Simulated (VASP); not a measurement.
TlH4:

```
Tl H
1.0
     3.90027    0.00000    0.00000
    -0.34505    4.08002    0.00000
    -0.82878   -0.65954    7.75278
Tl H
2 8
Cartesian
  1.3542 1.7390 1.5931
  1.0035 1.5033 5.6164
  0.7087 -0.0850 1.1007
  3.1468 -0.2247 3.1635
  1.0167 1.5653 7.4780
  1.1714 1.6406 3.7199
  2.4236 -0.1110 3.0237
  0.7880 3.5548 5.5540
  3.2971 1.9990 1.7597
  2.9675 1.4411 5.7550
```

- Program: VASP 6.6.1
- Task: relaxation of cell and atoms
- Functional: PBE
- Potentials or basis: VASP PAW PBE potentials, release 64 (Tl_d, H)
- Cutoff: 600 eV
- k mesh: 4 × 4 × 2
- Occupations: gaussian, width 0.1 eV
- Spin: no spin polarisation

At the start: pressure 0.2 GPa; volume 12.34 Å³/atom.

**Question.** Where does the relaxation end?

**Answer.** Over 65 steps the energy falls by 70.3 meV/atom and the volume is 12.59 Å³/atom (+2.1 %); space group P1 (No. 1, to 0.1 Å) before, Pm (No. 6, to 0.1 Å).

The path:
```csv
step,energy change (eV),largest force (eV/Å),pressure (GPa),volume (Å³)
1,0.0000,0.6638,0.19,123.37
3,-0.1060,1.4279,-0.18,124.16
5,-0.1622,0.5419,0.45,124.40
7,-0.1759,0.5543,0.50,124.64
9,-0.2589,0.7055,0.00,126.41
11,-0.2841,1.0399,-0.32,128.03
13,-0.3189,0.5533,-0.95,128.77
15,-0.3825,0.3941,-0.85,128.17
17,-0.4036,1.5678,0.52,125.25
19,-0.4900,0.3735,-0.09,125.94
21,-0.5542,0.3467,0.28,124.79
23,-0.5974,0.6846,-0.33,126.13
25,-0.6121,0.2322,-0.18,126.45
27,-0.6294,0.1869,-0.20,126.41
29,-0.6396,0.3966,-0.21,126.20
31,-0.6552,0.3078,0.02,126.01
33,-0.6603,0.2941,0.07,125.83
35,-0.6685,0.1392,0.10,125.50
37,-0.6739,0.3329,0.15,125.56
39,-0.6778,0.2045,0.03,125.62
41,-0.6811,0.1987,-0.08,125.74
43,-0.6851,0.2025,-0.15,126.08
45,-0.6891,0.0810,-0.12,125.86
47,-0.6923,0.1030,-0.01,125.50
49,-0.6935,0.0899,0.11,125.34
51,-0.6951,0.0844,0.20,125.16
53,-0.6965,0.0776,0.13,125.36
55,-0.6985,0.0868,-0.08,126.01
57,-0.6991,0.1028,-0.05,126.07
59,-0.7005,0.0876,-0.08,126.12
61,-0.7021,0.0470,0.05,125.75
63,-0.7028,0.1271,0.08,125.82
65,-0.7032,0.0373,0.01,125.90
```

Final structure:
```
Tl H
1.0
     3.95301    0.16545    0.20805
    -0.17637    3.97089    0.15545
    -0.46007   -0.35038    7.96815
Tl H
2 8
Direct
  0.39168 0.49900 0.19646
  0.40458 0.50220 0.70154
  0.39281 0.99865 0.20101
  0.99363 0.99004 0.43941
  0.40367 0.50082 0.93310
  0.40164 0.49936 0.46897
  0.80924 0.00772 0.45773
  0.40567 0.00129 0.70258
  0.89258 0.50035 0.19433
  0.90449 0.50057 0.70487
```

Caveat: the k points lie up to 0.40 Å⁻¹ apart in the final cell, too coarse for converged energies and pressures of a metal.
